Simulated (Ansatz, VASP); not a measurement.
## Two plane-wave programs on HfB

```
CELL_PARAMETERS angstrom
0.00000 2.31000 2.31000
2.31000 0.00000 2.31000
2.31000 2.31000 0.00000
ATOMIC_POSITIONS crystal
Hf 0.50000 0.50000 0.50000
B 0.00000 0.00000 0.00000
```

Alike in both runs: task single point; functional PBE; k mesh 10 × 10 × 10; occupations gaussian, width 0.05 eV; non-collinear spin, spin-orbit coupling.

|  | VASP | Ansatz |
| --- | --- | --- |
| version | VASP 6.6.1 | Ansatz 0.2.0 |
| potentials or method | VASP PAW PBE potentials, release 64 (Hf_pv, B), cutoff 520 eV | plane waves, PAW |
| valence electrons in the cell | 13 | 29 |

```csv
,VASP,Ansatz,Ansatz less VASP
net moment per atom (μB),0.00,0.00,0.000
```

VASP's potentials hold 13 valence electrons a cell and Ansatz's 29, so a difference there can come from the potentials and not from the codes.
